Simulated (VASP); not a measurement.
# Se in VASP: further runs

The runs below take Se through electric field gradients, with r2SCAN.

Program: VASP 6.6.1. These are calculated values, not measurements. Logs are shortened: lines on timing, memory, paths and dates and some standing lists are left out, and cuts for length are marked.

**1. The cell of the first run**

Symmetry: P3_121, No. 152, trigonal system. The conventional cell has a = 4.505 Å, b = 4.505 Å, c = 4.979 Å, α = 90.00°, β = 90.00°, γ = 120.00°. Within 3.1 Å of Se (site symmetry 2) lie 2 Se at 2.38 Å.

**2. Electric field gradients, r2SCAN**

Input file POSCAR:

```
Se
1.0
    4.5048207049      0.0000000000      0.0000000000
   -2.2524103524      3.9012891699      0.0000000000
    0.0000000000      0.0000000000      4.9787963167
Se
3
Direct
    0.2178929800      0.0000000000      0.3333333333
    0.0000000000      0.2178929800      0.6666666667
    0.7821070200      0.7821070200      0.0000000000
```

Input file INCAR.step1:

```
ALGO = Normal ; EDIFF = 1E-4
ENCUT = 520 ; GGA = PE
ISMEAR = -1 ; LASPH = T
LCHARG = F ; LREAL = F
LWAVE = T ; NBANDS = 16
NELM = 80 ; PREC = Accurate
SIGMA = 0.03
```

Input file INCAR.step2:

```
ALGO = Normal ; EDIFF = 1E-8
ENCUT = 520 ; ISIF = 2
ISMEAR = -1 ; ISTART = 1
LASPH = T ; LCHARG = F
LEFG = T ; LMIXTAU = T
LREAL = F ; LWAVE = F
METAGGA = R2SCAN ; NBANDS = 16
NELM = 80 ; PREC = Accurate
SIGMA = 0.03
```

Input file KPOINTS:

```
k-points
0
Gamma
  6 6 5
```

Potentials or basis: VASP PAW PBE potentials, release 64 (Se).

Launch:

```
$ cat potpaw_PBE.64/Se/POTCAR > POTCAR
$ cp INCAR.step1 INCAR
$ mpirun -np 1 vasp_std > vasp.out
$ cp INCAR.step2 INCAR
$ mpirun -np 1 vasp_std > vasp.out
```

OUTCAR:

```text
EDIFF = 1E-8
   ENCUT = 520
   ISIF = 2
   ISMEAR = -1
   ISTART = 1
   LASPH = T
   LREAL = F
   METAGGA = R2SCAN
   NELM = 80
   PREC = Accurate

 ion  position               nearest neighbor table
   1  0.218  0.000  0.333-   3 2.38   2 2.38
   2  0.000  0.218  0.667-   3 2.38   1 2.38
   3  0.782  0.782  0.000-   2 2.38   1 2.38

  LATTYP: Found a hexagonal cell.
 ALAT       =     4.5048207049
 C/A-ratio  =     1.1052152001

  Lattice vectors:

 A1 = (   4.5048207049,   0.0000000000,   0.0000000000)
 A2 = (  -2.2524103524,   3.9012891699,   0.0000000000)
 A3 = (   0.0000000000,   0.0000000000,   4.9787963167)

Analysis of symmetry for initial positions (statically):
=====================================================================
 Subroutine PRICEL returns:
 Original cell was already a primitive cell.

 Routine SETGRP: Setting up the symmetry group for a
 hexagonal supercell.

 Subroutine GETGRP returns: Found  6 space group operations
 (whereof  2 operations were pure point group operations)
 out of a pool of 24 trial point group operations.

The static configuration has the point symmetry C_2 .
 The point group associated with its full space group is D_3 .

Analysis of symmetry for dynamics (positions and initial velocities):
=====================================================================
 Subroutine PRICEL returns:
 Original cell was already a primitive cell.

 Routine SETGRP: Setting up the symmetry group for a
 hexagonal supercell.

 Subroutine GETGRP returns: Found  6 space group operations
 (whereof  2 operations were pure point group operations)
 out of a pool of 24 trial point group operations.

The dynamic configuration has the point symmetry C_2 .
 The point group associated with its full space group is D_3 .

 Subroutine INISYM returns: Found  6 space group operations
 (whereof  2 operations are pure point group operations),
 and found     1 'primitive' translations

----------------------------------------------------------------------------------------

                                     Primitive cell

  volume of cell :      87.5004

  direct lattice vectors                    reciprocal lattice vectors
     4.504820705  0.000000000  0.000000000     0.221984417  0.128162763  0.000000000
    -2.252410352  3.901289170  0.000000000     0.000000000  0.256325526  0.000000000
     0.000000000  0.000000000  4.978796317     0.000000000  0.000000000  0.200851759

  length of vectors
     4.504820705  4.504820705  4.978796317     0.256325526  0.256325526  0.200851759

  position of ions in fractional coordinates (direct lattice)
     0.217892980  0.000000000  0.333333333
     0.000000000  0.217892980  0.666666667
     0.782107020  0.782107020  0.000000000

  ion indices of the primitive-cell ions
   primitive index   ion index
                 1           1
                 2           2
                 3           3

----------------------------------------------------------------------------------------

 KPOINTS: k-points

Automatic generation of k-mesh.
 Grid dimensions read from file:
 generate k-points for:    6    6    5

 Generating k-lattice:

  Cartesian coordinates                     Fractional coordinates (reciprocal lattice)
     0.036997403  0.021360461  0.000000000     0.166666667  0.000000000  0.000000000
     0.000000000  0.042720921  0.000000000     0.000000000  0.166666667  0.000000000
     0.000000000  0.000000000  0.040170352     0.000000000  0.000000000  0.200000000

  Length of vectors
     0.042720921  0.042720921  0.040170352

  Shift w.r.t. Gamma in fractional coordinates (k-lattice)
     0.000000000  0.000000000  0.000000000

 Subroutine IBZKPT returns following result:
 ===========================================

 Found     27 irreducible k-points:

 Following reciprocal coordinates:
            Coordinates               Weight
  0.000000  0.000000  0.000000      1.000000
  0.166667  0.000000  0.000000      6.000000
  0.333333  0.000000  0.000000      6.000000
  0.500000 -0.000000  0.000000      3.000000
  0.166667  0.166667  0.000000      6.000000
  0.333333  0.166667  0.000000     12.000000
[... 16 lines left out ...]
  0.500000 -0.000000  0.400000      6.000000
  0.166667  0.166667  0.400000     12.000000
 [... further k-points ...]
   k-points           NKPTS =     27   k-points in BZ     NKDIM =     27   number of bands    NBANDS=     16
   number of dos      NEDOS =    301   number of ions     NIONS =      3
   total plane-waves  NPLWV =  51840
   dimension x,y,z NGX =    36 NGY =   36 NGZ =   40
   dimension x,y,z NGXF=    72 NGYF=   72 NGZF=   80
   ions per type =               3
   NGX,Y,Z   is equivalent  to a cutoff of  13.29, 13.29, 13.36 a.u.
   NGXF,Y,Z  is equivalent  to a cutoff of  26.57, 26.57, 26.71 a.u.
 SYSTEM =  unknown system
   PREC   = accura    normal or accurate (medium, high low for compatibility)
   ISTART =      1    job   : 0-new  1-cont  2-samecut
   ICHARG =      0    charge: 1-file 2-atom 10-const
   ISPIN  =      1    spin polarized calculation?
   LNONCOLLINEAR =      F non collinear calculations
   LSORBIT =      F    spin-orbit coupling
   LASPH  =      T    aspherical Exc in radial PAW
   ENCUT  =  520.0 eV  38.22 Ry    6.18 a.u.   8.38  8.38  9.26*2*pi/ulx,y,z
   NELM   =     80;   NELMIN=  2; NELMDL=  0     # of ELM steps
   EDIFF  = 0.1E-07   stopping-criterion for ELM
   LREAL  =      F    real-space projection
   EDIFFG = 0.1E-06   stopping-criterion for IOM
   NSW    =      0    number of steps for IOM
   IBRION =     -1    ionic relax: 0-MD 1-quasi-New 2-CG
   NFREE  =      0    steps in history (QN), initial steepest desc. (CG)
   ISIF   =      2    stress and relaxation
   ISYM   =      2    0-nonsym 1-usesym 2-fastsym
   POTIM  = 0.5000    time-step for ionic-motion
   TEBEG  =    0.0;   TEEND  =   0.0 temperature during run
   PSTRESS=    0.0 pullay stress
   NELECT =      18.0000    total number of electrons
   NUPDOWN=      -1.0000    fix difference up-down
   EMIN   =  10.00;   EMAX   =-10.00  energy-range for DOS
   EFERMI =   0.00;   METHOD = LEGACY
   ISMEAR =    -1;   SIGMA  =   0.03  broadening in eV -4-tet -1-fermi 0-gaus
   EFERMI_NEDOS =   21; number of points for ismear=-14 and -15
   IALGO  =     38    algorithm
   IMIX   =      4    mixing-type and parameters
     AMIX     =   0.40;   BMIX     =  1.00
     AMIX_MAG =   1.60;   BMIX_MAG =  1.00
  volume/ion in A,a.u.               =      29.17       196.83
  Fermi-wavevector in a.u.,A,eV,Ry     =   0.966412  1.826254 12.707191  0.933952
  Thomas-Fermi vector in A             =   2.096211
   LORBIT       =      0    0 simple, 1 ext, 2 COOP (PROOUT), +10 PAW based schemes
   METAGGA = R2SCAN    functional components
   LHFCALC =     F    Hartree Fock is set to
   AEXX    =    0.0000 exact exchange contribution
   IVDW    =     0    specifies the selected vdW correction
   LEPSILON=     F    determine dielectric tensor
   LRPA    =     F    only Hartree local field effects (RPA)
 non-spin polarized calculation
  energy-cutoff  :      520.00
  volume of cell :       87.50
 maximum number of plane-waves:      2389
 NGX is ok and might be reduce to    36
   NGX = 17   NGY = 17   NGZ = 19

 number of electron      18.0000000 magnetization

 Free energy of the ion-electron system (eV)
  ---------------------------------------------------
  ext. energy  EPLUGINS =         0.00000000
  ---------------------------------------------------
  free energy    TOTEN  =       -42.92833772 eV

  energy without entropy =      -42.92833772  energy(sigma->0) =      -42.92833772

 E-fermi :   2.3239     XC(G=0):  -8.9331

 val. band max:        1.6342623311   @ k =  -0.1667   0.5000   0.4000
 cond. band min:       3.3817858621   @ k =   0.0000   0.0000   0.4000
 fundamental gap:      1.7475235310
 Fermi energy:         2.3238954099

 k-point     1 :       0.0000    0.0000    0.0000
  band No.  band energies     occupation
      1     -14.4691      2.00000
      2     -10.2609      2.00000
      3     -10.2609      2.00000
      4      -2.2136      2.00000
      5      -2.2136      2.00000
      6      -1.9096      2.00000
[... 8 lines left out ...]
     15       8.7998      0.00000
     16      10.7133      0.00000
[... 419 lines left out ...]
 k-point    24 :       0.1667    0.1667    0.4000
  band No.  band energies     occupation
      1     -13.5109      2.00000
      2     -12.6424      2.00000
      3      -8.6479      2.00000
      4      -3.6286      2.00000
      5      -2.6532      2.00000
      6      -2.0669      2.00000
[... 8 lines left out ...]
     15      10.1740      0.00000
     16      10.6271      0.00000

 [... further k-points ...]
[... 5 lines left out ...]
  --------------------------------------------------------------------------------------
  -------------------------------------------------------------------------------------
  Total       -0.0370450     -0.0370450      0.0271095     -0.0000000     -0.0000000      0.0000000
  in kB       -0.6783125     -0.6783125      0.4963890     -0.0000000     -0.0000000      0.0000000
  external PRESSURE =      -0.2867453 kB  Pullay stress =       0.0000000 kB

 VOLUME and BASIS-vectors are now :
 -----------------------------------------------------------------------------
  energy-cutoff  :      520.00
  volume of cell :       87.50
      direct lattice vectors                 reciprocal lattice vectors
     4.504820705  0.000000000  0.000000000     0.221984417  0.128162763  0.000000000
    -2.252410352  3.901289170  0.000000000     0.000000000  0.256325526  0.000000000
     0.000000000  0.000000000  4.978796317     0.000000000  0.000000000  0.200851759

 POSITION                                       TOTAL-FORCE (eV/Angst)
 -----------------------------------------------------------------------------------
      0.98157      0.00000      1.65960        -0.030671      0.000000     -0.000000
     -0.49078      0.85006      3.31920         0.015336     -0.026562      0.000000
      1.76163      3.05123      0.00000         0.015336      0.026562     -0.000000
 -----------------------------------------------------------------------------------
    total drift:                                0.000001      0.000001     -0.000000

  FREE ENERGIE OF THE ION-ELECTRON SYSTEM (eV)
  ---------------------------------------------------
  free  energy   TOTEN  =       -42.9283377220 eV

  energy  without entropy=      -42.9283377220  energy(sigma->0) =      -42.92833772

 Electric field gradients (V/A^2)
---------------------------------------------------------------------
 ion       V_xx      V_yy      V_zz      V_xy      V_xz      V_yz
---------------------------------------------------------------------
   1     178.539  -371.603   193.064    -0.000     0.000   360.312
   2    -234.067    41.004   193.064  -238.219  -312.040  -180.156
   3    -234.067    41.004   193.063   238.219   312.040  -180.156
---------------------------------------------------------------------

 Electric field gradients after diagonalization (V/A^2)
 (convention: |V_zz| > |V_xx| > |V_yy|)
----------------------------------------------------------------------
 ion       V_xx      V_yy      V_zz     asymmetry (V_yy - V_xx)/ V_zz
----------------------------------------------------------------------
   1     368.482   178.539  -547.022       0.347
   2     368.482   178.539  -547.022       0.347
   3     368.482   178.540  -547.022       0.347
----------------------------------------------------------------------

           NMR quadrupolar parameters

 Cq : quadrupolar parameter    Cq=e*Q*V_zz/h
 eta: asymmetry parameters     (V_yy - V_xx)/ V_zz
 Q  : nuclear electric quadrupole moment in mb (millibarn)
----------------------------------------------------------------------
 ion       Cq(MHz)       eta       Q (mb)
----------------------------------------------------------------------
   1      -1.323       0.347       1.000
   2      -1.323       0.347       1.000
   3      -1.323       0.347       1.000
----------------------------------------------------------------------
```

Run time: 2.2 min. Hardware: 1 thread of Oxide Virtual Turin-like, shared host; peak memory 0.2 GiB.

Results:

```
Free energy                             : -42.9283 eV
Pressure                                : 0.0 GPa
Largest force                           : 0.031 eV/Å
Band gap on the k mesh                  : 1.75 eV (least direct gap 1.80 eV)
Largest electric field gradient by atom : Se -547.0 V/Å²
```

Forces on the atoms (eV/Å):
```
Se  -0.031  0.000  0.000
Se   0.015 -0.027  0.000
Se   0.015  0.027  0.000
```

Electric field gradients, principal values (V/Å²):
```csv
atom,least,middle,greatest (by size)
1 Se,178.539,368.482,-547.022
2 Se,178.539,368.482,-547.022
3 Se,178.540,368.482,-547.022
```

Caveat: without QUAD_EFG the Cq values of the log hold for a quadrupole moment of 1 mb, not for the nuclei; the PAW data sets were made with another functional, which shifts forces and pressure a little. A k mesh can miss the band edges.

**3. Electric field gradients, r2SCAN (shortest bond scaled by 0.94)**

Input file POSCAR:

```
Se
1.0
    4.5048207049      0.0000000000      0.0000000000
   -2.2524103524      3.9012891699      0.0000000000
    0.0000000000      0.0000000000      4.9787963167
Se
3
Direct
    0.2113561906      0.0065367894      0.3433333333
    0.0065367894      0.2113561906      0.6566666667
    0.7821070200      0.7821070200      0.0000000000
```

Input file INCAR.step1:

```
SYSTEM = Se
PREC = Accurate
ENCUT = 520
ISMEAR = -1
SIGMA = 0.03
LREAL = .FALSE.
LASPH = .TRUE.
NELM = 80
NBANDS = 16
GGA = PE
ALGO = Normal
EDIFF = 1E-4
LWAVE = .TRUE.
LCHARG = .FALSE.
```

Input file INCAR.step2:

```
SYSTEM = Se
PREC = Accurate
ENCUT = 520
EDIFF = 1E-8
ISMEAR = -1
SIGMA = 0.03
LREAL = .FALSE.
LASPH = .TRUE.
NELM = 80
ALGO = Normal
ISIF = 2
LWAVE = .FALSE.
LCHARG = .FALSE.
METAGGA = R2SCAN
LMIXTAU = .TRUE.
LEFG = .TRUE.
NBANDS = 16
ISTART = 1
```

Input file KPOINTS:

```
regular mesh
0
G
  6 6 5
  0 0 0
```

Potentials or basis: VASP PAW PBE potentials, release 64 (Se).

Launch:

```
$ cat potpaw_PBE.64/Se/POTCAR > POTCAR
$ cp INCAR.step1 INCAR
$ mpirun -np 1 vasp_std > vasp.out
$ cp INCAR.step2 INCAR
$ mpirun -np 1 vasp_std > vasp.out
```

OUTCAR:

```text
SYSTEM = Se
   PREC = Accurate
   ENCUT = 520
   EDIFF = 1E-8
   ISMEAR = -1
   LREAL = .FALSE.
   LASPH = .TRUE.
   NELM = 80
   ISIF = 2
   METAGGA = R2SCAN
   ISTART = 1

 ion  position               nearest neighbor table
   1  0.211  0.007  0.343-   2 2.23   3 2.39
   2  0.007  0.211  0.657-   1 2.23   3 2.39
   3  0.782  0.782  0.000-   2 2.39   1 2.39

  LATTYP: Found a hexagonal cell.
 ALAT       =     4.5048207049
 C/A-ratio  =     1.1052152001

  Lattice vectors:

 A1 = (   4.5048207049,   0.0000000000,   0.0000000000)
[... 673 lines left out ...]
  free  energy   TOTEN  =       -42.8322482461 eV

  energy  without entropy=      -42.8322482461  energy(sigma->0) =      -42.83224825

 Electric field gradients (V/A^2)
---------------------------------------------------------------------
 ion       V_xx      V_yy      V_zz      V_xy      V_xz      V_yz
---------------------------------------------------------------------
   1     147.184  -347.944   200.760    24.113    18.465   334.375
   2    -245.044    44.284   200.760  -202.341  -280.345  -183.179
   3    -261.453    40.753   220.700   261.717   311.755  -179.992
---------------------------------------------------------------------

 Electric field gradients after diagonalization (V/A^2)
 (convention: |V_zz| > |V_xx| > |V_yy|)
----------------------------------------------------------------------
 ion       V_xx      V_yy      V_zz     asymmetry (V_yy - V_xx)/ V_zz
----------------------------------------------------------------------
   1     362.324   144.087  -506.411       0.431
   2     362.324   144.087  -506.411       0.431
   3     383.490   191.855  -575.345       0.333
----------------------------------------------------------------------

           NMR quadrupolar parameters

 Cq : quadrupolar parameter    Cq=e*Q*V_zz/h
 eta: asymmetry parameters     (V_yy - V_xx)/ V_zz
 Q  : nuclear electric quadrupole moment in mb (millibarn)
----------------------------------------------------------------------
 ion       Cq(MHz)       eta       Q (mb)
----------------------------------------------------------------------
   1      -1.224       0.431       1.000
   2      -1.224       0.431       1.000
   3      -1.391       0.333       1.000
----------------------------------------------------------------------
```

OSZICAR.step1:

```text
N       E                     dE             d eps       ncg     rms          rms(c)
DAV:   1     0.842953569142E+02    0.84295E+02   -0.71671E+03  1760   0.928E+02
DAV:   2    -0.482663920795E+01   -0.89122E+02   -0.84868E+02  2320   0.155E+02
DAV:   3    -0.104145803886E+02   -0.55879E+01   -0.55672E+01  2240   0.442E+01
DAV:   4    -0.104561424131E+02   -0.41562E-01   -0.41556E-01  2352   0.453E+00
DAV:   5    -0.104564629885E+02   -0.32058E-03   -0.32057E-03  2280   0.391E-01    0.731E+00
DAV:   6    -0.103895883118E+02    0.66875E-01   -0.40258E-02  2256   0.125E+00    0.451E+00
DAV:   7    -0.103665307114E+02    0.23058E-01   -0.81247E-02  2064   0.170E+00    0.221E-01
DAV:   8    -0.103659655136E+02    0.56520E-03   -0.70183E-03  2128   0.515E-01    0.122E-01
DAV:   9    -0.103660706618E+02   -0.10515E-03   -0.53376E-04  2384   0.126E-01    0.530E-02
DAV:  10    -0.103661569227E+02   -0.86261E-04   -0.66267E-05  1584   0.546E-02
   1 F= -.10366157E+02 E0= -.10366157E+02  d E =-.174904E-10
```

It took 6.2 min on 1 thread of Oxide Virtual Turin-like, shared host; peak memory 0.22 GiB.

Results:

```yaml
Free_energy: -42.8322 eV
Pressure: 2.2 GPa
Largest_force: 1.541 eV/Å
Band_gap_on_the_k_mesh: 1.53 eV (least direct gap 1.62 eV)
Largest_electric_field_gradient_by_atom: Se -506.4, -575.3 (each value once) V/Å²
```

Forces in eV/Å, atoms in the order of the input:
```
Se   0.964 -0.469 -1.107
Se  -0.888  0.601  1.107
Se  -0.076 -0.132  0.000
```

Electric field gradients, principal values (V/Å²):
| atom | least | middle | greatest (by size) |
| --- | --- | --- | --- |
| 1 Se | 144.087 | 362.324 | -506.411 |
| 2 Se | 144.087 | 362.324 | -506.411 |
| 3 Se | 191.855 | 383.490 | -575.345 |

Caveat: the cell differs from its parent crystal (shortest bond scaled by 0.94); without QUAD_EFG the Cq values of the log hold for a quadrupole moment of 1 mb, not for the nuclei; the PAW data sets were made with another functional, which shifts forces and pressure a little.
